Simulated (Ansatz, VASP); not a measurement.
## Re in VASP and in Ansatz

```
CELL_PARAMETERS angstrom
2.76639 0.00000 0.00000
-1.38319 2.39576 0.00000
0.00000 0.00000 8.93885
ATOMIC_POSITIONS crystal
Re 0.66667 0.33333 0.75000
Re 0.00000 0.00000 0.50000
Re 0.33333 0.66667 0.25000
Re 0.00000 0.00000 0.00000
```

Alike in both runs: task relaxation of cell and atoms; functional BLYP; k mesh 8 × 8 × 3; occupations fermi-dirac, width 0.05 eV; no spin polarisation.

```csv
,VASP,Ansatz
version,VASP 6.6.1,Ansatz 0.2.0
potentials or method,"VASP PAW PBE potentials, release 64 (Re_sv_GW)",Ansatz PAW
plane-wave cutoff (eV),560,420
valence electrons in the cell,60,60
```

VASP gave:

```
gap on the k mesh at the Fermi level, each at its own relaxed structure (eV)  : none
relaxed volume (Å³/atom)                                                      : 15.52
relaxed length of the cell vector where the two differ most in proportion (Å) : 9.049
```

Problem. Estimate Ansatz's values.

Solution. gap on the k mesh at the Fermi level, each at its own relaxed structure (eV): none; relaxed volume (Å³/atom): 15.53; relaxed length of the cell vector where the two differ most in proportion (Å): 9.056.

VASP's potentials were made for PBE, not for BLYP. A gap of «none» marks a metal or a gap that the smearing closes.

Neither program's run includes spin-orbit coupling. Noted on Ansatz's run: the plane-wave basis is chosen anew once the cell has moved, so the energies of steps on either side of that aren't comparable.
